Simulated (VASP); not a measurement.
# PbO (WC type) (P-6m2) in VASP: single point with r2SCAN

Aim: the single point of PbO (WC type) with r2SCAN.

Everything below comes from runs of VASP 6.6.1. Logs are shortened: lines on timing, memory, paths and dates and some standing lists are left out, and cuts for length are marked.

## 1. The cell of the first run

Symmetry: P-6m2, No. 187, hexagonal system. The conventional cell has a = 3.040 Å, b = 3.040 Å, c = 3.164 Å, α = 90.00°, β = 90.00°, γ = 120.00°. Pb (site symmetry -6m2) has 6 O at 2.36 Å and 6 Pb at 3.04 Å within 3.1 Å. O (site symmetry -6m2) has 6 Pb at 2.36 Å and 6 O at 3.04 Å within 3.1 Å.

## 2. Single point, r2SCAN

Input file POSCAR:

```
PbO
1.0
    3.0404903095      0.0000000000      0.0000000000
   -1.5202451548      2.6331418480      0.0000000000
    0.0000000000      0.0000000000      3.1638791868
Pb O
1 1
Direct
    0.0000000000      0.0000000000      0.0000000000
    0.3333333333      0.6666666667      0.5000000000
```

Input file INCAR.step1:

```
SYSTEM = PbO
PREC = Accurate ; ENCUT = 520
ISMEAR = -1 ; SIGMA = 0.08
LREAL = .False. ; LASPH = .True.
NELM = 100 ; NBANDS = 17
GGA = PE ; ALGO = Normal
EDIFF = 1E-4 ; LWAVE = .True.
LCHARG = .False.
```

Input file INCAR.step2:

```
SYSTEM = PbO
PREC = Accurate ; ENCUT = 520
EDIFF = 1E-6 ; ISMEAR = -1
SIGMA = 0.08 ; LREAL = .False.
LASPH = .True. ; NELM = 100
ALGO = Normal ; ISIF = 2
LWAVE = .False. ; LCHARG = .False.
METAGGA = R2SCAN ; LMIXTAU = .True.
NBANDS = 17 ; ISTART = 1
```

Input file KPOINTS:

```
regular mesh
0
Gamma
  15 15 13
  0 0 0
```

Potentials or basis: VASP PAW PBE potentials, release 64 (Pb_d, O).

Started as:

```sh
cat potpaw_PBE.64/Pb_d/POTCAR potpaw_PBE.64/O/POTCAR > POTCAR
cp INCAR.step1 INCAR
mpirun -np 1 vasp_std > vasp.out
cp INCAR.step2 INCAR
mpirun -np 1 vasp_std > vasp.out
```

OUTCAR:

```text
SYSTEM = PbO
   PREC = Accurate
   ENCUT = 520
   EDIFF = 1E-6
   ISMEAR = -1
   LREAL = .False.
   LASPH = .True.
   NELM = 100
   ISIF = 2
   METAGGA = R2SCAN
   ISTART = 1

 ion  position               nearest neighbor table
   1  0.000  0.000  0.000-   2 2.36   2 2.36   2 2.36   2 2.36   2 2.36   2 2.36
   2  0.333  0.667  0.500-   1 2.36   1 2.36   1 2.36   1 2.36   1 2.36   1 2.36

  LATTYP: Found a hexagonal cell.
 ALAT       =     3.0404903095
 C/A-ratio  =     1.0405819012

  Lattice vectors:

 A1 = (   3.0404903095,   0.0000000000,   0.0000000000)
 A2 = (  -1.5202451548,   2.6331418480,   0.0000000000)
 A3 = (   0.0000000000,   0.0000000000,   3.1638791868)

Analysis of symmetry for initial positions (statically):
=====================================================================
 Subroutine PRICEL returns:
 Original cell was already a primitive cell.

 Routine SETGRP: Setting up the symmetry group for a
 hexagonal supercell.

 Subroutine GETGRP returns: Found 12 space group operations
 (whereof 12 operations were pure point group operations)
 out of a pool of 24 trial point group operations.

The static configuration has the point symmetry D_3h.

Analysis of symmetry for dynamics (positions and initial velocities):
=====================================================================
 Subroutine PRICEL returns:
 Original cell was already a primitive cell.

 Routine SETGRP: Setting up the symmetry group for a
 hexagonal supercell.

 Subroutine GETGRP returns: Found 12 space group operations
 (whereof 12 operations were pure point group operations)
 out of a pool of 24 trial point group operations.

The dynamic configuration has the point symmetry D_3h.

 Subroutine INISYM returns: Found 12 space group operations
 (whereof 12 operations are pure point group operations),
 and found     1 'primitive' translations

----------------------------------------------------------------------------------------

                                     Primitive cell

  volume of cell :      25.3302

  direct lattice vectors                    reciprocal lattice vectors
     3.040490309  0.000000000  0.000000000     0.328894322  0.189887226  0.000000000
    -1.520245155  2.633141848  0.000000000     0.000000000  0.379774451  0.000000000
     0.000000000  0.000000000  3.163879187     0.000000000  0.000000000  0.316067694

  length of vectors
     3.040490309  3.040490310  3.163879187     0.379774451  0.379774451  0.316067694

  position of ions in fractional coordinates (direct lattice)
     0.000000000  0.000000000  0.000000000
     0.333333333  0.666666667  0.500000000

  ion indices of the primitive-cell ions
   primitive index   ion index
                 1           1
                 2           2

----------------------------------------------------------------------------------------

 KPOINTS: regular mesh

Automatic generation of k-mesh.
 Grid dimensions read from file:
 generate k-points for:   15   15   13

 Generating k-lattice:

  Cartesian coordinates                     Fractional coordinates (reciprocal lattice)
     0.021926288  0.012659148  0.000000000     0.066666667 -0.000000000  0.000000000
     0.000000000  0.025318297  0.000000000     0.000000000  0.066666667  0.000000000
     0.000000000  0.000000000  0.024312900     0.000000000  0.000000000  0.076923077

  Length of vectors
     0.025318297  0.025318297  0.024312900

  Shift w.r.t. Gamma in fractional coordinates (k-lattice)
     0.000000000  0.000000000  0.000000000

 Subroutine IBZKPT returns following result:
 ===========================================

 Found    189 irreducible k-points:

 Following reciprocal coordinates:
            Coordinates               Weight
  0.000000  0.000000  0.000000      1.000000
  0.066667  0.000000  0.000000      6.000000
  0.133333 -0.000000  0.000000      6.000000
  0.200000  0.000000  0.000000      6.000000
  0.266667 -0.000000  0.000000      6.000000
  0.333333 -0.000000  0.000000      6.000000
[... 16 lines left out ...]
  0.333333  0.200000  0.000000     12.000000
  0.400000  0.200000  0.000000      6.000000
 [... further k-points ...]
   k-points           NKPTS =    189   k-points in BZ     NKDIM =    189   number of bands    NBANDS=     17
   number of dos      NEDOS =    301   number of ions     NIONS =      2
   total plane-waves  NPLWV =  13824
   dimension x,y,z NGX =    24 NGY =   24 NGZ =   24
   dimension x,y,z NGXF=    48 NGYF=   48 NGZF=   48
   ions per type =               1   1
   NGX,Y,Z   is equivalent  to a cutoff of  13.12, 13.12, 12.61 a.u.
   NGXF,Y,Z  is equivalent  to a cutoff of  26.25, 26.25, 25.22 a.u.
 SYSTEM =  PbO
   PREC   = accura    normal or accurate (medium, high low for compatibility)
   ISTART =      1    job   : 0-new  1-cont  2-samecut
   ICHARG =      0    charge: 1-file 2-atom 10-const
   ISPIN  =      1    spin polarized calculation?
   LNONCOLLINEAR =      F non collinear calculations
   LSORBIT =      F    spin-orbit coupling
   LASPH  =      T    aspherical Exc in radial PAW
   ENCUT  =  520.0 eV  38.22 Ry    6.18 a.u.   5.65  5.65  5.88*2*pi/ulx,y,z
   NELM   =    100;   NELMIN=  2; NELMDL=  0     # of ELM steps
   EDIFF  = 0.1E-05   stopping-criterion for ELM
   LREAL  =      F    real-space projection
   EDIFFG = 0.1E-04   stopping-criterion for IOM
   NSW    =      0    number of steps for IOM
   IBRION =     -1    ionic relax: 0-MD 1-quasi-New 2-CG
   NFREE  =      0    steps in history (QN), initial steepest desc. (CG)
   ISIF   =      2    stress and relaxation
   ISYM   =      2    0-nonsym 1-usesym 2-fastsym
   POTIM  = 0.5000    time-step for ionic-motion
   TEBEG  =    0.0;   TEEND  =   0.0 temperature during run
   PSTRESS=    0.0 pullay stress
   NELECT =      20.0000    total number of electrons
   NUPDOWN=      -1.0000    fix difference up-down
   EMIN   =  10.00;   EMAX   =-10.00  energy-range for DOS
   EFERMI =   0.00;   METHOD = LEGACY
   ISMEAR =    -1;   SIGMA  =   0.08  broadening in eV -4-tet -1-fermi 0-gaus
   EFERMI_NEDOS =   21; number of points for ismear=-14 and -15
   IALGO  =     38    algorithm
   IMIX   =      4    mixing-type and parameters
     AMIX     =   0.40;   BMIX     =  1.00
     AMIX_MAG =   1.60;   BMIX_MAG =  1.00
  volume/ion in A,a.u.               =      12.67        85.47
  Fermi-wavevector in a.u.,A,eV,Ry     =   1.513116  2.859375 31.150813  2.289520
  Thomas-Fermi vector in A             =   2.622950
   LORBIT       =      0    0 simple, 1 ext, 2 COOP (PROOUT), +10 PAW based schemes
   METAGGA = R2SCAN    functional components
   LHFCALC =     F    Hartree Fock is set to
   AEXX    =    0.0000 exact exchange contribution
   IVDW    =     0    specifies the selected vdW correction
   LEPSILON=     F    determine dielectric tensor
   LRPA    =     F    only Hartree local field effects (RPA)
 non-spin polarized calculation
  energy-cutoff  :      520.00
  volume of cell :       25.33
 maximum number of plane-waves:       696
 NGX is ok and might be reduce to    24
   NGX = 11   NGY = 11   NGZ = 11

 number of electron      20.0000005 magnetization

 Free energy of the ion-electron system (eV)
  ---------------------------------------------------
  ext. energy  EPLUGINS =         0.00000000
  ---------------------------------------------------
  free energy    TOTEN  =       -62.66435660 eV

  energy without entropy =      -62.66126125  energy(sigma->0) =      -62.66280893

 E-fermi :  11.6604     XC(G=0): -13.3786

 val. band max:       11.5918651624   @ k =   0.3333   0.3333   0.1538
 cond. band min:      11.6743448047   @ k =   0.3333   0.2667   0.3846
 fundamental gap:      0.0824796423
 Fermi energy:        11.6603747464

 k-point     1 :       0.0000    0.0000    0.0000
  band No.  band energies     occupation
      1     -10.3943      2.00000
      2      -6.9708      2.00000
      3      -6.6839      2.00000
      4      -6.6839      2.00000
      5      -5.9032      2.00000
      6      -5.9032      2.00000
[... 9 lines left out ...]
     16      31.3346      0.00000
     17      31.3346      0.00000

 k-point     2 :       0.0667    0.0000    0.0000
  band No.  band energies     occupation
      1     -10.3487      2.00000
      2      -6.9469      2.00000
      3      -6.6847      2.00000
      4      -6.6495      2.00000
      5      -5.9300      2.00000
      6      -5.9077      2.00000
[... 9 lines left out ...]
     16      30.7531      0.00000
     17      31.0976      0.00000

 k-point     3 :       0.1333   -0.0000    0.0000
  band No.  band energies     occupation
      1     -10.2200      2.00000
      2      -6.8974      2.00000
      3      -6.6642      2.00000
      4      -6.5509      2.00000
      5      -6.0043      2.00000
      6      -5.9202      2.00000
[... 9 lines left out ...]
     16      30.2798      0.00000
     17      30.6534      0.00000

 k-point     4 :       0.2000    0.0000    0.0000
  band No.  band energies     occupation
      1     -10.0308      2.00000
      2      -6.8744      2.00000
      3      -6.5691      2.00000
      4      -6.4022      2.00000
      5      -6.1105      2.00000
      6      -5.9386      2.00000
[... 9 lines left out ...]
     16      30.3986      0.00000
     17      30.4847      0.00000
[... 343 lines left out ...]
      1      -9.4162      2.00000
      2      -6.6323      2.00000
      3      -6.4266      2.00000
      4      -6.3657      2.00000
      5      -6.0773      2.00000
      6      -5.7344      2.00000
[... 9 lines left out ...]
     16      27.8053      0.00000
     17      30.2995      0.00000

 k-point    23 :       0.3333    0.2000    0.0000
  band No.  band energies     occupation
      1      -9.3209      2.00000
      2      -6.6164      2.00000
      3      -6.3976      2.00000
      4      -6.3182      2.00000
      5      -6.1081      2.00000
      6      -5.6540      2.00000
[... 9 lines left out ...]
     16      27.5552      0.00000
     17      30.2763      0.00000

 k-point    24 :       0.4000    0.2000    0.0000
  band No.  band energies     occupation
      1      -9.2880      2.00000
      2      -6.6103      2.00000
      3      -6.4083      2.00000
      4      -6.2742      2.00000
      5      -6.1194      2.00000
      6      -5.6290      2.00000
[... 9 lines left out ...]
     16      27.9201      0.00000
     17      29.9956      0.00000

 [... further k-points ...]

------------------------ aborting loop because EDIFF is reached ----------------------------------------

  FORCE on cell =-STRESS in cart. coord.  units (eV):
  Direction    XX          YY          ZZ          XY          YZ          ZX
  --------------------------------------------------------------------------------------
  -------------------------------------------------------------------------------------
  Total        9.3423759      9.3423759      9.3866517     -0.0000000     -0.0000000     -0.0000000
  in kB      590.9219887    590.9219887    593.7225117     -0.0000000     -0.0000000     -0.0000000
  external PRESSURE =     591.8554964 kB  Pullay stress =       0.0000000 kB

 VOLUME and BASIS-vectors are now :
 -----------------------------------------------------------------------------
  energy-cutoff  :      520.00
  volume of cell :       25.33
      direct lattice vectors                 reciprocal lattice vectors
     3.040490309  0.000000000  0.000000000     0.328894322  0.189887226  0.000000000
    -1.520245155  2.633141848  0.000000000     0.000000000  0.379774451  0.000000000
     0.000000000  0.000000000  3.163879187     0.000000000  0.000000000  0.316067694

 POSITION                                       TOTAL-FORCE (eV/Angst)
 -----------------------------------------------------------------------------------
      0.00000      0.00000      0.00000         0.000000     -0.000000      0.000000
     -0.00000      1.75543      1.58194        -0.000000      0.000000      0.000000
 -----------------------------------------------------------------------------------
    total drift:                               -0.000000      0.000000     -0.000000

  FREE ENERGIE OF THE ION-ELECTRON SYSTEM (eV)
  ---------------------------------------------------
  free  energy   TOTEN  =       -62.6643566007 eV

  energy  without entropy=      -62.6612612530  energy(sigma->0) =      -62.66280893
```

Run time: 79 s. Hardware: 1 thread of Intel Xeon 6975P-C (Granite Rapids), shared host; peak memory 0.2 GiB.

What came out:

- Free energy: -62.6644 eV
- Pressure: 59.2 GPa
- Band gap on the k mesh: zero (band 10 reaches 12.57 eV, above the bottom of band 11 at 10.74 eV)

Levels at points of the mesh, in eV from the Fermi level:
```tsv
k point	band 6	band 7	band 8	band 9	band 10	band 11	band 12	band 13	band 14	band 15
(0.00, 0.00, 0.00)	-17.56	-8.71	-5.78	-3.53	-3.53	9.00	9.95	10.04	10.04	13.50
```

Caveat: the PAW data sets were made with another functional, which shifts forces and pressure a little; spin-orbit coupling is left out, which moves the levels of the heavy elements.
